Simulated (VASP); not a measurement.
# Te (C2/c) in VASP: single point with BLYP

Aim: the single point of Te with BLYP.

Everything below comes from runs of VASP 6.6.1. Logs are shortened: lines on timing, memory, paths and dates and some standing lists are left out, and cuts for length are marked.

## Step 1: The cell of the first run

It takes space group C2/c (No. 15, monoclinic). Conventional cell: a = 3.273 Å, b = 15.909 Å, c = 5.461 Å, α = 90.00°, β = 90.58°, γ = 90.00°. Te (site symmetry 2) has 4 Te at 2.98 to 3.27 Å within 3.9 Å.

## Step 2: Single point, BLYP

Input file INCAR:

```
SYSTEM = Te
PREC = Accurate ; ENCUT = 520
EDIFF = 1E-6 ; ISMEAR = -1
SIGMA = 0.1 ; LREAL = .False.
LASPH = .True. ; NELM = 60
ALGO = Normal ; ISIF = 2
LWAVE = .False. ; LCHARG = .True.
GGA = B5 ; ALDAX = 1.0
AGGAX = 1.0 ; AGGAC = 1.0
ALDAC = 0.0 ; LVHAR = .True.
NBANDS = 13 ; KPAR = 4
```

Input file KPOINTS:

```
regular mesh
0
Gamma
  19 19 10
  0 0 0
```

Input file POSCAR:

```
Te
1.0
   -5.8235771019      5.4260919883      1.6119456153
    5.4260919883     -5.8235771019      1.6119456153
    4.2079532420      4.2079532420     -2.3399403287
Te
2
Direct
    0.0871075796      0.9128924204      0.0000000000
    0.6628924204      0.3371075796      0.5000000000
```

Potentials or basis: VASP PAW PBE potentials, release 64 (Te).

Run with:

```
$ cat potpaw_PBE.64/Te/POTCAR > POTCAR
$ mpirun -np 4 vasp_std > vasp.out
```

OUTCAR:

```text
SYSTEM = Te
   PREC = Accurate
   ENCUT = 520
   EDIFF = 1E-6
   ISMEAR = -1
   LREAL = .False.
   LASPH = .True.
   NELM = 60
   ISIF = 2
   GGA = B5

 ion  position               nearest neighbor table
   1  0.087  0.913  0.000-   2 2.98   2 2.98
   2  0.663  0.337  0.500-   1 2.98   1 2.98

  Warning from LATTYP: Got some problem with cell dimensions!
  Tried to take original basis but could not verify dimensions!
  LATTYP: Found a base centered monoclinic cell.
 ALAT       =     3.2725316649
 B/A-ratio  =     4.8615066953
 C/A-ratio  =     1.6686877889
 COS(beta)  =    -0.0100413885

  Lattice vectors:

 A1 = (  -5.8235771019,   5.4260919883,   1.6119456153)
 A2 = (   5.4260919883,  -5.8235771019,   1.6119456153)
 A3 = (   3.8104681284,   3.8104681284,   0.8839509019)

Analysis of symmetry for initial positions (statically):
=====================================================================
 Subroutine PRICEL returns:
 Original cell was already a primitive cell.

 Routine SETGRP: Setting up the symmetry group for a
 base centered monoclinic supercell.

 Subroutine GETGRP returns: Found  4 space group operations
 (whereof  2 operations were pure point group operations)
 out of a pool of  4 trial point group operations.

The static configuration has the point symmetry C_2 .
 The point group associated with its full space group is C_2h.

Analysis of symmetry for dynamics (positions and initial velocities):
=====================================================================
 Subroutine PRICEL returns:
 Original cell was already a primitive cell.

 Routine SETGRP: Setting up the symmetry group for a
 base centered monoclinic supercell.

 Subroutine GETGRP returns: Found  4 space group operations
 (whereof  2 operations were pure point group operations)
 out of a pool of  4 trial point group operations.

The dynamic configuration has the point symmetry C_2 .
 The point group associated with its full space group is C_2h.

 Subroutine INISYM returns: Found  4 space group operations
 (whereof  2 operations are pure point group operations),
 and found     1 'primitive' translations

----------------------------------------------------------------------------------------

                                     Primitive cell

  volume of cell :     142.1496

  direct lattice vectors                    reciprocal lattice vectors
    -5.823577102  5.426091988  1.611945615     0.048145270  0.137036774  0.333015921
     5.426091988 -5.823577102  1.611945615     0.137036774  0.048145270  0.333015921
     4.207953242  4.207953242 -2.339940329     0.127568802  0.127568802  0.031456830

  length of vectors
     8.121261798  8.121261798  6.394455545     0.363313429  0.363313429  0.183131457

  position of ions in fractional coordinates (direct lattice)
     0.087107580  0.912892420  0.000000000
     0.662892420  0.337107580  0.500000000

  ion indices of the primitive-cell ions
   primitive index   ion index
                 1           1
                 2           2

----------------------------------------------------------------------------------------

 KPOINTS: regular mesh

Automatic generation of k-mesh.
 Grid dimensions read from file:
 generate k-points for:   19   19   10

 Generating k-lattice:

  Cartesian coordinates                     Fractional coordinates (reciprocal lattice)
     0.002533962  0.007212462  0.017527154     0.052631579  0.000000000 -0.000000000
     0.007212462  0.002533962  0.017527154     0.000000000  0.052631579 -0.000000000
     0.012756880  0.012756880  0.003145683    -0.000000000 -0.000000000  0.100000000

  Length of vectors
     0.019121759  0.019121759  0.018313146

  Shift w.r.t. Gamma in fractional coordinates (k-lattice)
     0.000000000  0.000000000  0.000000000

 Subroutine IBZKPT returns following result:
 ===========================================

 Found    960 irreducible k-points:

 Following reciprocal coordinates:
            Coordinates               Weight
  0.000000  0.000000  0.000000      1.000000
  0.052632  0.000000  0.000000      4.000000
  0.105263  0.000000  0.000000      4.000000
  0.157895 -0.000000  0.000000      4.000000
  0.210526  0.000000  0.000000      4.000000
  0.263158  0.000000  0.000000      4.000000
[... 16 lines left out ...]
 -0.315789  0.052632 -0.000000      4.000000
 -0.263158  0.052632  0.000000      4.000000
 [... further k-points ...]
   k-points           NKPTS =    960   k-points in BZ     NKDIM =    960   number of bands    NBANDS=     13
   number of dos      NEDOS =    301   number of ions     NIONS =      2
   total plane-waves  NPLWV = 172800
   dimension x,y,z NGX =    60 NGY =   60 NGZ =   48
   dimension x,y,z NGXF=   120 NGYF=  120 NGZF=   96
   ions per type =               2
   NGX,Y,Z   is equivalent  to a cutoff of  12.28, 12.28, 12.48 a.u.
   NGXF,Y,Z  is equivalent  to a cutoff of  24.56, 24.56, 24.96 a.u.
 SYSTEM =  Te
   PREC   = accura    normal or accurate (medium, high low for compatibility)
   ISTART =      0    job   : 0-new  1-cont  2-samecut
   ICHARG =      2    charge: 1-file 2-atom 10-const
   ISPIN  =      1    spin polarized calculation?
   LNONCOLLINEAR =      F non collinear calculations
   LSORBIT =      F    spin-orbit coupling
   LASPH  =      T    aspherical Exc in radial PAW
   ENCUT  =  520.0 eV  38.22 Ry    6.18 a.u.  15.10 15.10 11.89*2*pi/ulx,y,z
   NELM   =     60;   NELMIN=  2; NELMDL= -5     # of ELM steps
   EDIFF  = 0.1E-05   stopping-criterion for ELM
   LREAL  =      F    real-space projection
   EDIFFG = 0.1E-04   stopping-criterion for IOM
   NSW    =      0    number of steps for IOM
   IBRION =     -1    ionic relax: 0-MD 1-quasi-New 2-CG
   NFREE  =      0    steps in history (QN), initial steepest desc. (CG)
   ISIF   =      2    stress and relaxation
   ISYM   =      2    0-nonsym 1-usesym 2-fastsym
   POTIM  = 0.5000    time-step for ionic-motion
   TEBEG  =    0.0;   TEEND  =   0.0 temperature during run
   PSTRESS=    0.0 pullay stress
   NELECT =      12.0000    total number of electrons
   NUPDOWN=      -1.0000    fix difference up-down
   EMIN   =  10.00;   EMAX   =-10.00  energy-range for DOS
   EFERMI =   0.00;   METHOD = LEGACY
   ISMEAR =    -1;   SIGMA  =   0.10  broadening in eV -4-tet -1-fermi 0-gaus
   EFERMI_NEDOS =   21; number of points for ismear=-14 and -15
   IALGO  =     38    algorithm
   IMIX   =      4    mixing-type and parameters
     AMIX     =   0.40;   BMIX     =  1.00
     AMIX_MAG =   1.60;   BMIX_MAG =  1.00
  volume/ion in A,a.u.               =      71.07       479.64
  Fermi-wavevector in a.u.,A,eV,Ry     =   0.718158  1.357122  7.017218  0.515751
  Thomas-Fermi vector in A             =   1.807024
   LORBIT       =      0    0 simple, 1 ext, 2 COOP (PROOUT), +10 PAW based schemes
   GGA     = B5    functional components
   LHFCALC =     F    Hartree Fock is set to
   AEXX    =    0.0000 exact exchange contribution
   IVDW    =     0    specifies the selected vdW correction
   LEPSILON=     F    determine dielectric tensor
   LRPA    =     F    only Hartree local field effects (RPA)
 non-spin polarized calculation
  energy-cutoff  :      520.00
  volume of cell :      142.15
 maximum number of plane-waves:      3855
   NGX = 31   NGY = 31   NGZ = 23

 number of electron      12.0000000 magnetization

 Free energy of the ion-electron system (eV)
  ---------------------------------------------------
  ext. energy  EPLUGINS =         0.00000000
  ---------------------------------------------------
  free energy    TOTEN  =        -5.04094174 eV

  energy without entropy =       -5.00918161  energy(sigma->0) =       -5.02506168

 E-fermi :   0.4726     XC(G=0):  -5.1018

 val. band max:        0.3658248966   @ k =   0.1579   0.1579  -0.0000
 cond. band min:       0.4743023175   @ k =  -0.3684  -0.4211   0.4000
 fundamental gap:      0.1084774209
 Fermi energy:         0.4726274661

 k-point     1 :       0.0000    0.0000    0.0000
  band No.  band energies     occupation
      1     -12.1766      2.00000
      2      -9.5990      2.00000
      3      -4.2828      2.00000
      4      -1.8555      2.00000
      5      -1.1010      2.00000
      6       1.8159      0.00000
      7       1.9654      0.00000
      8       3.9084      0.00000
      9       4.1140      0.00000
     10       7.0607      0.00000
     11       7.5492      0.00000
     12       7.9213      0.00000
     13       7.9624      0.00000

 k-point     2 :       0.0526    0.0000    0.0000
  band No.  band energies     occupation
      1     -12.1356      2.00000
      2      -9.5996      2.00000
      3      -4.2304      2.00000
      4      -1.7859      2.00000
      5      -1.1062      2.00000
      6       1.6428      0.00002
      7       1.8478      0.00000
      8       3.6147      0.00000
      9       4.1982      0.00000
     10       6.9308      0.00000
     11       7.7926      0.00000
     12       7.9367      0.00000
     13       8.2850      0.00000

 k-point     3 :       0.1053    0.0000    0.0000
  band No.  band energies     occupation
      1     -12.0137      2.00000
      2      -9.5992      2.00000
      3      -4.0771      2.00000
      4      -1.5793      2.00000
      5      -1.1200      2.00000
      6       0.8911      0.03000
      7       1.9269      0.00000
      8       2.8597      0.00000
      9       4.4351      0.00000
     10       6.6958      0.00000
     11       7.7571      0.00000
     12       8.7243      0.00000
     13       8.7638      0.00000
[... 305 lines left out ...]
 k-point    23 :      -0.3158    0.0526   -0.0000
  band No.  band energies     occupation
      1     -11.2159      2.00000
      2      -9.5457      2.00000
      3      -3.1420      2.00000
      4      -1.8044      2.00000
      5      -1.1198      2.00000
      6      -0.3683      1.99955
      7      -0.1859      1.99724
      8       2.4519      0.00000
      9       5.6682      0.00000
     10       6.2376      0.00000
     11       7.0656      0.00000
     12       7.7472      0.00000
     13       8.2999      0.00000

 k-point    24 :      -0.2632    0.0526    0.0000
  band No.  band energies     occupation
      1     -11.5448      2.00000
      2      -9.5753      2.00000
      3      -3.5160      2.00000
      4      -1.1941      2.00000
      5      -0.8840      2.00000
      6      -0.7972      1.99999
      7       0.7773      0.09069
      8       2.2519      0.00000
      9       5.2470      0.00000
     10       6.3910      0.00000
     11       7.4476      0.00000
     12       8.0415      0.00000
     13       8.4702      0.00000

 [... further k-points ...]

------------------------ aborting loop because EDIFF is reached ----------------------------------------

  FORCE on cell =-STRESS in cart. coord.  units (eV):
  Direction    XX          YY          ZZ          XY          YZ          ZX
  --------------------------------------------------------------------------------------
  -------------------------------------------------------------------------------------
  Total        0.1220246      0.1220246      0.0605539      0.0912971      0.0514780      0.0514780
  in kB        1.3753468      1.3753468      0.6825064      1.0290151      0.5802115      0.5802113
  external PRESSURE =       1.1444000 kB  Pullay stress =       0.0000000 kB

 VOLUME and BASIS-vectors are now :
 -----------------------------------------------------------------------------
  energy-cutoff  :      520.00
  volume of cell :      142.15
      direct lattice vectors                 reciprocal lattice vectors
    -5.823577102  5.426091988  1.611945615     0.048145270  0.137036774  0.333015921
     5.426091988 -5.823577102  1.611945615     0.137036774  0.048145270  0.333015921
     4.207953242  4.207953242 -2.339940329     0.127568802  0.127568802  0.031456830

 POSITION                                       TOTAL-FORCE (eV/Angst)
 -----------------------------------------------------------------------------------
      4.44616     -4.84365      1.61195         0.006973     -0.006973      0.000000
      0.07275      3.73772      0.44198        -0.006973      0.006973     -0.000000
 -----------------------------------------------------------------------------------
    total drift:                               -0.000000     -0.000000      0.000000

  FREE ENERGIE OF THE ION-ELECTRON SYSTEM (eV)
  ---------------------------------------------------
  free  energy   TOTEN  =        -5.0409417361 eV

  energy  without entropy=       -5.0091816139  energy(sigma->0) =       -5.02506168
```

Run time: 13 min. Hardware: 4 MPI ranks of Intel Xeon Platinum 8259CL at 2.50GHz (Skylake/Cascade Lake), shared host; peak memory 1.6 GiB.

Results:

- Free energy: -5.0409 eV
- Pressure: 0.1 GPa
- Largest force: 0.010 eV/Å
- Band gap on the k mesh: zero (bands 6 and 7 overlap by 2.36 eV)

Forces in eV/Å, atoms in the order of the input:
```
Te   0.007 -0.007  0.000
Te  -0.007  0.007  0.000
```

Stress tensor (GPa, compression positive):
```
0.14 0.10 0.06
0.10 0.14 0.06
0.06 0.06 0.07
```

Caveat: the PAW data sets were made with another functional, which shifts forces and pressure a little; spin-orbit coupling is left out, which moves the levels of the heavy elements.
